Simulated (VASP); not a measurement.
Input of a VASP 6.6.1 run:

Contents of INCAR:

```
  PREC = Accurate
  ENCUT = 520
  EDIFF = 1E-6
  ISMEAR = -1
  SIGMA = 0.02
  LREAL = Auto
  LASPH = T
  NELM = 80
  ALGO = Normal
  ISIF = 2
  LWAVE = F
  LCHARG = F
  GGA = PS
  NBANDS = 50
```

KPOINTS

```
Automatic mesh
0
Gamma
  1 1 1
```

POSCAR

```
H14CO8
1.0
    6.8105660000      0.0000000000      0.0000000000
    0.0000000000      6.8105660000      0.0000000000
    0.0000000000      0.0000000000      6.8105660000
O H C
8 14 1
Direct
    0.4972861286      0.2115095867      0.3469902501
    0.2393633657      0.7951762012      0.4258676885
    0.2061355840      0.5003402067     -0.0149620457
    0.2099238154      0.1679008764      1.1865093151
    0.8976493290      0.4378931208      0.3630828921
    0.3286070497      1.0100335273      0.7426108197
    0.6645703162      0.9713289615      0.1095210002
    0.9071199075      0.7876878368      0.0883480169
    0.5581768094      0.1972816944      0.4704014321
    0.5941650077      0.0886123121      0.1734217097
    0.2507133768      0.6644381686      0.4704748475
    0.1717918892      0.7900811768      0.3071991373
    0.1780175099      0.4833078484     -0.1453330017
    0.0831648941      0.5736087133      0.0240361814
    0.1745229398      0.2942927210      1.1319617195
    0.3839328479     -0.0681881653      0.8427052906
    0.7891414605      0.4842769309      0.2859086895
    0.8315755254      0.4287308867      0.4807529947
    0.3562552657      1.1626786966      0.3185344654
    0.3204873134      0.9464411622      0.6208147752
    0.0848240807      1.1205676591      0.1354953465
    0.6302559875      0.6791946514      0.1820406703
    0.7338303454      0.8080532514      0.1386375229
```

Potentials or basis: VASP PAW PBE potentials, release 64 (O, H, C).

Run with:

```bash
$ cat potpaw_PBE.64/O/POTCAR potpaw_PBE.64/H/POTCAR potpaw_PBE.64/C/POTCAR > POTCAR
$ mpirun -np 1 vasp_gam > vasp.out
```

**Question.** Estimate the largest force.

**Answer.** 5.258 eV/Å.

**Question.** Predict the pressure.

**Answer.** 4.2 GPa.

Forces on the atoms (eV/Å):
```
O    0.817  0.521 -2.049
O    1.370  1.341  1.633
O   -0.829  1.142  3.510
O   -2.151 -0.910 -1.059
O    1.487  0.099 -2.039
O   -0.328  2.741  1.199
O   -2.509  4.460 -1.208
O    1.072 -1.955  0.412
H    0.133 -0.647  1.554
H   -0.624 -0.299  1.619
H   -0.001 -1.530  0.361
H   -1.436 -0.028 -2.253
H   -0.246 -0.863 -3.687
H    0.678  0.165  0.297
H    1.374  2.200 -0.325
H    0.576 -0.989  0.806
H   -0.341  0.253 -1.046
H   -1.035 -0.505  3.219
H    0.350  0.251  0.703
H   -0.256 -1.513 -1.889
H   -0.236 -1.877  0.514
H    0.662  0.919 -0.026
C    1.472 -2.975 -0.246
```

Caveat: the k points lie up to 0.92 Å⁻¹ apart; the atoms stand as in a frame of molecular dynamics; the PAW data sets were made with another functional, which shifts forces and pressure a little.
